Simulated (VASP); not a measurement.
The system is BaZrO3.

```xyz
5
Lattice="4.1815 0.0000 0.0000 0.0000 4.1815 0.0000 0.0000 0.0000 4.1815" Properties=species:S:1:pos:R:3 pbc="T T T"
Ba    2.0907    2.0907    2.0907
Zr    0.0000    0.0000    0.0000
O     2.0907    0.0000    0.0000
O     0.0000    2.0907    0.0000
O     0.0000    0.0000    2.0907
```

| Property | Result |
| --- | --- |
| Program | VASP 6.6.1 |
| Task | relaxation of cell and atoms |
| Functional | PBE |
| Potentials or basis | VASP PAW PBE potentials, release 64 (Ba_sv, Zr_sv, O) |
| Cutoff | 600 eV |
| k mesh | 4 × 4 × 4 |
| Occupations | gaussian, width 0.1 eV |
| Spin | no spin polarisation |

At the start: pressure 6.2 GPa; volume 14.62 Å³/atom.

Question: How do energy, volume and symmetry change on relaxing?

Answer: Over 3 steps the energy falls by 10.6 meV/atom and the volume is 15.20 Å³/atom (+3.9 %); space group Pm-3m (No. 221, to 0.05 Å).

The path:
| step | energy change (eV) | largest force (eV/Å) | pressure (GPa) | volume (Å³) |
| --- | --- | --- | --- | --- |
| 1 | 0.0000 | 0.0000 | 6.19 | 73.11 |
| 2 | 0.0084 | 0.0000 | -5.76 | 79.25 |
| 3 | -0.0531 | 0.0000 | -0.02 | 75.98 |

Final structure:
```
Ba Zr O
1.0
     4.23550    0.00000    0.00000
     0.00000    4.23550    0.00000
     0.00000    0.00000    4.23550
Ba Zr O
1 1 3
Direct
  0.50000 0.50000 0.50000
  0.00000 0.00000 0.00000
  0.50000 0.00000 0.00000
  0.00000 0.50000 0.00000
  0.00000 0.00000 0.50000
```
